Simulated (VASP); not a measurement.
A run of VASP 6.6.1 is set up as follows.

File INCAR:

```
PREC = Accurate
ENCUT = 520
EDIFF = 1E-6
ISMEAR = 0
SIGMA = 0.1
LREAL = False
LASPH = True
NELM = 60
ALGO = Normal
ISIF = 2
LWAVE = False
LCHARG = False
GGA = PE
NBANDS = 22
```

File KPOINTS:

```
regular mesh
0
Gamma
  10 16 10
```

Contents of POSCAR:

```
AsIr
1.0
    4.4941720745      0.0000000000      0.0000000000
    0.0000000000      2.9612440891      0.0000000000
    0.0000000000      0.0000000000      4.7763511927
As Ir
2 2
Direct
    0.7500000000      0.0000000000      0.7366399798
    0.2500000000      0.0000000000      0.2633600202
    0.7500000000      0.5000000000      0.1908287267
    0.2500000000      0.5000000000      0.8091712733
```

Potentials or basis: VASP PAW PBE potentials, release 64 (As, Ir).

The run is started by

```sh
$ cat potpaw_PBE.64/As/POTCAR potpaw_PBE.64/Ir/POTCAR > POTCAR
$ mpirun -np 1 vasp_std > vasp.out
```

**Question.** What does it give for the largest force?

**Answer.** 0.035 eV/Å.

**Question.** Estimate the pressure.

**Answer.** 0.5 GPa.

**Question.** What does it give for the band gap on the k mesh?

**Answer.** Zero (band 14 reaches 11.04 eV, above the bottom of band 15 at 8.20 eV).

Forces in eV/Å, atoms in the order of the input:
```
As   0.000  0.000 -0.035
As   0.000  0.000  0.035
Ir   0.000  0.000  0.031
Ir   0.000  0.000 -0.031
```

Caveat: spin-orbit coupling is left out, which moves the levels of the heavy elements.
